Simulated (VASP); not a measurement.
# MgS (R-3m) in VASP: electric field gradients with PBE

Aim: the electric field gradients of MgS with PBE.

Program: VASP 6.6.1. These are calculated values, not measurements. Logs are shortened: lines on timing, memory, paths and dates and some standing lists are left out, and cuts for length are marked.

### 1 The cell of the first run

Symmetry: R-3m, No. 166, trigonal system. Conventional cell: a = 3.753 Å, b = 3.753 Å, c = 8.652 Å, α = 90.00°, β = 90.00°, γ = 120.00°. Mg (site symmetry -3m) has 6 S at 2.60 Å within 3.4 Å. S (site symmetry -3m) has 6 Mg at 2.60 Å within 3.4 Å.

### 2 Electric field gradients, PBE (equal xy, yz and zx shear strains of -4 %)

File INCAR:

```
SYSTEM = MgS
ALGO = Normal ; EDIFF = 1E-8
ENCUT = 520 ; GGA = PE
ISIF = 2 ; ISMEAR = -1
LASPH = .True. ; LCHARG = .False.
LEFG = .True. ; LREAL = .False.
LWAVE = .False. ; NBANDS = 11
NELM = 80 ; PREC = Accurate
SIGMA = 0.01
```

File KPOINTS:

```
k-points
0
Gamma
  8 8 8
  0 0 0
```

File POSCAR:

```
MgS
1.0
   -0.1040660000      2.5496170000      2.5496170000
    2.5496170000     -0.1040660000      2.5496170000
    2.5496170000      2.5496170000     -0.1040660000
Mg S
1 1
Direct
    0.0000000000      0.0000000000      0.0000000000
    0.5000000000      0.5000000000      0.5000000000
```

Potentials or basis: VASP PAW PBE potentials, release 64 (Mg, S).

On the command line:

```
cat potpaw_PBE.64/Mg/POTCAR potpaw_PBE.64/S/POTCAR > POTCAR
mpirun -np 1 vasp_std > vasp.out
```

OUTCAR:

```text
SYSTEM = MgS
   EDIFF = 1E-8
   ENCUT = 520
   GGA = PE
   ISIF = 2
   ISMEAR = -1
   LASPH = .True.
   LREAL = .False.
   NELM = 80
   PREC = Accurate

 ion  position               nearest neighbor table
   1  0.000  0.000  0.000-   2 2.60   2 2.60   2 2.60   2 2.60   2 2.60   2 2.60
   2  0.500  0.500  0.500-   1 2.60   1 2.60   1 2.60   1 2.60   1 2.60   1 2.60

  LATTYP: Found a trigonal (rhomboedric) cell.
 ALAT       =     3.6072043781
 COS(alpha) =     0.4588014981

  Lattice vectors:

 A1 = (  -0.1040660000,   2.5496170000,   2.5496170000)
 A2 = (   2.5496170000,  -0.1040660000,   2.5496170000)
 A3 = (   2.5496170000,   2.5496170000,  -0.1040660000)

Analysis of symmetry for initial positions (statically):
=====================================================================
 Subroutine PRICEL returns:
 Original cell was already a primitive cell.

 Routine SETGRP: Setting up the symmetry group for a
 trigonal (rhombohedral) supercell.

 Subroutine GETGRP returns: Found 12 space group operations
 (whereof 12 operations were pure point group operations)
 out of a pool of 12 trial point group operations.

The static configuration has the point symmetry D_3d.

Analysis of symmetry for dynamics (positions and initial velocities):
=====================================================================
 Subroutine PRICEL returns:
 Original cell was already a primitive cell.

 Routine SETGRP: Setting up the symmetry group for a
 trigonal (rhombohedral) supercell.

 Subroutine GETGRP returns: Found 12 space group operations
 (whereof 12 operations were pure point group operations)
 out of a pool of 12 trial point group operations.

The dynamic configuration has the point symmetry D_3d.

 Subroutine INISYM returns: Found 12 space group operations
 (whereof 12 operations are pure point group operations),
 and found     1 'primitive' translations

----------------------------------------------------------------------------------------

                                     Primitive cell

  volume of cell :      35.1761

  direct lattice vectors                    reciprocal lattice vectors
    -0.104066000  2.549617000  2.549617000    -0.184492019  0.192342743  0.192342743
     2.549617000 -0.104066000  2.549617000     0.192342743 -0.184492019  0.192342743
     2.549617000  2.549617000 -0.104066000     0.192342743  0.192342743 -0.184492019

  length of vectors
     3.607204378  3.607204378  3.607204378     0.328677298  0.328677298  0.328677298

  position of ions in fractional coordinates (direct lattice)
     0.000000000  0.000000000  0.000000000
     0.500000000  0.500000000  0.500000000

  ion indices of the primitive-cell ions
   primitive index   ion index
                 1           1
                 2           2

----------------------------------------------------------------------------------------

 KPOINTS: k-points

Automatic generation of k-mesh.
 Grid dimensions read from file:
 generate k-points for:    8    8    8

 Generating k-lattice:

  Cartesian coordinates                     Fractional coordinates (reciprocal lattice)
    -0.023061502  0.024042843  0.024042843     0.125000000 -0.000000000 -0.000000000
     0.024042843 -0.023061502  0.024042843    -0.000000000  0.125000000 -0.000000000
     0.024042843  0.024042843 -0.023061502    -0.000000000 -0.000000000  0.125000000

  Length of vectors
     0.041084662  0.041084662  0.041084662

  Shift w.r.t. Gamma in fractional coordinates (k-lattice)
     0.000000000  0.000000000  0.000000000

 Subroutine IBZKPT returns following result:
 ===========================================

 Found     65 irreducible k-points:

 Following reciprocal coordinates:
            Coordinates               Weight
  0.000000  0.000000  0.000000      1.000000
  0.125000  0.000000 -0.000000      6.000000
  0.250000  0.000000 -0.000000      6.000000
  0.375000  0.000000 -0.000000      6.000000
  0.500000  0.000000 -0.000000      3.000000
  0.125000  0.125000  0.000000      6.000000
[... 16 lines left out ...]
  0.250000  0.125000  0.125000      6.000000
  0.375000  0.125000  0.125000      6.000000
 [... further k-points ...]
   k-points           NKPTS =     65   k-points in BZ     NKDIM =     65   number of bands    NBANDS=     11
   number of dos      NEDOS =    301   number of ions     NIONS =      2
   total plane-waves  NPLWV =  21952
   dimension x,y,z NGX =    28 NGY =   28 NGZ =   28
   dimension x,y,z NGXF=    56 NGYF=   56 NGZF=   56
   ions per type =               1   1
   NGX,Y,Z   is equivalent  to a cutoff of  12.90, 12.90, 12.90 a.u.
   NGXF,Y,Z  is equivalent  to a cutoff of  25.81, 25.81, 25.81 a.u.
 SYSTEM =  MgS
   PREC   = accura    normal or accurate (medium, high low for compatibility)
   ISTART =      0    job   : 0-new  1-cont  2-samecut
   ICHARG =      2    charge: 1-file 2-atom 10-const
   ISPIN  =      1    spin polarized calculation?
   LNONCOLLINEAR =      F non collinear calculations
   LSORBIT =      F    spin-orbit coupling
   LASPH  =      T    aspherical Exc in radial PAW
   ENCUT  =  520.0 eV  38.22 Ry    6.18 a.u.   6.71  6.71  6.71*2*pi/ulx,y,z
   NELM   =     80;   NELMIN=  2; NELMDL= -5     # of ELM steps
   EDIFF  = 0.1E-07   stopping-criterion for ELM
   LREAL  =      F    real-space projection
   EDIFFG = 0.1E-06   stopping-criterion for IOM
   NSW    =      0    number of steps for IOM
   IBRION =     -1    ionic relax: 0-MD 1-quasi-New 2-CG
   NFREE  =      0    steps in history (QN), initial steepest desc. (CG)
   ISIF   =      2    stress and relaxation
   ISYM   =      2    0-nonsym 1-usesym 2-fastsym
   POTIM  = 0.5000    time-step for ionic-motion
   TEBEG  =    0.0;   TEEND  =   0.0 temperature during run
   PSTRESS=    0.0 pullay stress
   NELECT =       8.0000    total number of electrons
   NUPDOWN=      -1.0000    fix difference up-down
   EMIN   =  10.00;   EMAX   =-10.00  energy-range for DOS
   EFERMI =   0.00;   METHOD = LEGACY
   ISMEAR =    -1;   SIGMA  =   0.01  broadening in eV -4-tet -1-fermi 0-gaus
   EFERMI_NEDOS =   21; number of points for ismear=-14 and -15
   IALGO  =     38    algorithm
   IMIX   =      4    mixing-type and parameters
     AMIX     =   0.40;   BMIX     =  1.00
     AMIX_MAG =   1.60;   BMIX_MAG =  1.00
  volume/ion in A,a.u.               =      17.59       118.69
  Fermi-wavevector in a.u.,A,eV,Ry     =   0.999284  1.888372 13.586339  0.998568
  Thomas-Fermi vector in A             =   2.131564
   LORBIT       =      0    0 simple, 1 ext, 2 COOP (PROOUT), +10 PAW based schemes
   GGA     = PE    functional components
[... 5 lines left out ...]
 non-spin polarized calculation
  energy-cutoff  :      520.00
  volume of cell :       35.18
 maximum number of plane-waves:       957
   NGX = 13   NGY = 13   NGZ = 13

 number of electron       8.0000001 magnetization

 Free energy of the ion-electron system (eV)
  ---------------------------------------------------
  ext. energy  EPLUGINS =         0.00000000
  ---------------------------------------------------
  free energy    TOTEN  =        -8.47349449 eV

  energy without entropy =       -8.47349449  energy(sigma->0) =       -8.47349449

 E-fermi :   4.3642     XC(G=0):  -9.6948

 val. band max:        4.0853462873   @ k =   0.0000   0.0000   0.0000
 cond. band min:       6.4596163300   @ k =   0.5000   0.5000   0.0000
 fundamental gap:      2.3742700427
 Fermi energy:         4.3641550426

 k-point     1 :       0.0000    0.0000    0.0000
  band No.  band energies     occupation
      1      -8.9303      2.00000
      2       3.5777      2.00000
      3       3.5777      2.00000
      4       4.0853      2.00000
      5       7.3885      0.00000
      6      11.3650      0.00000
      7      11.3650      0.00000
      8      12.4865      0.00000
      9      14.1266      0.00000
     10      14.1266      0.00000
     11      16.1364      0.00000

 k-point     2 :       0.1250    0.0000   -0.0000
  band No.  band energies     occupation
      1      -8.7839      2.00000
      2       2.5777      2.00000
      3       3.4978      2.00000
      4       3.9292      2.00000
      5       8.2081      0.00000
      6      11.2072      0.00000
      7      11.6364      0.00000
      8      12.5709      0.00000
      9      13.3921      0.00000
     10      13.6802      0.00000
     11      16.5382      0.00000

 k-point     3 :       0.2500    0.0000   -0.0000
  band No.  band energies     occupation
      1      -8.3884      2.00000
      2       0.8364      2.00000
      3       3.3229      2.00000
      4       3.6866      2.00000
      5       8.7436      0.00000
      6      11.4550      0.00000
      7      11.8531      0.00000
      8      12.0005      0.00000
      9      13.6423      0.00000
     10      14.5902      0.00000
     11      15.7856      0.00000

 k-point     4 :       0.3750    0.0000   -0.0000
  band No.  band energies     occupation
      1      -7.9072      2.00000
      2      -0.5890      2.00000
      3       3.1687      2.00000
      4       3.4805      2.00000
      5       8.5207      0.00000
      6      10.8115      0.00000
      7      11.3661      0.00000
      8      13.3436      0.00000
      9      15.3598      0.00000
     10      15.4412      0.00000
     11      16.6572      0.00000

 k-point     5 :       0.5000    0.0000   -0.0000
  band No.  band energies     occupation
      1      -7.6691      2.00000
      2      -1.1575      2.00000
      3       3.1098      2.00000
      4       3.4021      2.00000
      5       8.3923      0.00000
      6      10.5627      0.00000
      7      11.1415      0.00000
      8      13.8563      0.00000
      9      15.7953      0.00000
     10      17.4997      0.00000
     11      18.2603      0.00000
[... 211 lines left out ...]
 k-point    21 :       0.5000    0.5000    0.0000
  band No.  band energies     occupation
      1      -7.2417      2.00000
      2      -0.4530      2.00000
      3       1.8098      2.00000
      4       2.3292      2.00000
      5       6.4596      0.00000
      6       8.2091      0.00000
      7      15.5164      0.00000
      8      16.4839      0.00000
      9      16.9927      0.00000
     10      17.4196      0.00000
     11      19.3389      0.00000

 k-point    22 :       0.1250    0.1250    0.1250
  band No.  band energies     occupation
      1      -8.7622      2.00000
      2       3.0223      2.00000
      3       3.4559      2.00000
      4       3.4559      2.00000
      5       8.1269      0.00000
      6      11.6529      0.00000
      7      11.6529      0.00000
      8      11.9134      0.00000
      9      13.3396      0.00000
     10      13.3396      0.00000
     11      16.2021      0.00000

 k-point    23 :       0.2500    0.1250    0.1250
  band No.  band energies     occupation
      1      -8.5197      2.00000
      2       1.8287      2.00000
      3       3.1407      2.00000
      4       3.4896      2.00000
      5       8.9435      0.00000
      6      10.9639      0.00000
      7      11.9407      0.00000
      8      11.9928      0.00000
      9      12.1410      0.00000
     10      14.7277      0.00000
     11      17.1359      0.00000

 k-point    24 :       0.3750    0.1250    0.1250
  band No.  band energies     occupation
      1      -8.0835      2.00000
      2       0.3146      2.00000
      3       2.8100      2.00000
      4       3.3114      2.00000
      5       9.4084      0.00000
      6      11.1535      0.00000
      7      11.2738      0.00000
      8      11.4692      0.00000
      9      13.2047      0.00000
     10      16.9088      0.00000
     11      17.2360      0.00000

 [... further k-points ...]
[... 5 lines left out ...]
  --------------------------------------------------------------------------------------
  -------------------------------------------------------------------------------------
  Total        0.2106744      0.2106744      0.2106744      0.4524397      0.4524397      0.4524397
  in kB        9.5956456      9.5956456      9.5956456     20.6073976     20.6073976     20.6073976
  external PRESSURE =       9.5956456 kB  Pullay stress =       0.0000000 kB

 VOLUME and BASIS-vectors are now :
 -----------------------------------------------------------------------------
  energy-cutoff  :      520.00
  volume of cell :       35.18
      direct lattice vectors                 reciprocal lattice vectors
    -0.104066000  2.549617000  2.549617000    -0.184492019  0.192342743  0.192342743
     2.549617000 -0.104066000  2.549617000     0.192342743 -0.184492019  0.192342743
     2.549617000  2.549617000 -0.104066000     0.192342743  0.192342743 -0.184492019

 POSITION                                       TOTAL-FORCE (eV/Angst)
 -----------------------------------------------------------------------------------
      0.00000      0.00000      0.00000         0.000000     -0.000000      0.000000
      2.49758      2.49758      2.49758        -0.000000      0.000000     -0.000000
 -----------------------------------------------------------------------------------
    total drift:                                0.000000      0.000000      0.000000

  FREE ENERGIE OF THE ION-ELECTRON SYSTEM (eV)
  ---------------------------------------------------
  free  energy   TOTEN  =        -8.4734944865 eV

  energy  without entropy=       -8.4734944865  energy(sigma->0) =       -8.47349449

 Electric field gradients (V/A^2)
---------------------------------------------------------------------
 ion       V_xx      V_yy      V_zz      V_xy      V_xz      V_yz
---------------------------------------------------------------------
   1      -0.000    -0.000     0.000     0.677     0.677     0.677
   2      -0.000    -0.000     0.000   -10.452   -10.452   -10.452
---------------------------------------------------------------------

 Electric field gradients after diagonalization (V/A^2)
 (convention: |V_zz| > |V_xx| > |V_yy|)
----------------------------------------------------------------------
 ion       V_xx      V_yy      V_zz     asymmetry (V_yy - V_xx)/ V_zz
----------------------------------------------------------------------
   1      -0.677    -0.677     1.355       0.000
   2      10.452    10.452   -20.905       0.000
----------------------------------------------------------------------

           NMR quadrupolar parameters

 Cq : quadrupolar parameter    Cq=e*Q*V_zz/h
 eta: asymmetry parameters     (V_yy - V_xx)/ V_zz
 Q  : nuclear electric quadrupole moment in mb (millibarn)
----------------------------------------------------------------------
 ion       Cq(MHz)       eta       Q (mb)
----------------------------------------------------------------------
   1       0.003       0.000       1.000
   2      -0.051       0.000       1.000
----------------------------------------------------------------------
```

Wall time 19 s (1 thread of Intel Xeon 6975P-C, shared host); peak memory 0.17 GiB.

Results:

* Free energy: -8.4735 eV
* Pressure: 1.0 GPa
* Band gap on the k mesh: 2.37 eV, indirect (least direct gap 3.30 eV)

Electric field gradients, principal values (V/Å²):
```csv
atom,least,middle,greatest (by size)
1 Mg,-0.677,-0.677,1.355
2 S,10.452,10.452,-20.905
```

Caveat: the cell differs from its parent crystal (equal xy, yz and zx shear strains of -4 %); without QUAD_EFG the Cq values of the log hold for a quadrupole moment of 1 mb, not for the nuclei. A k mesh can miss the band edges.
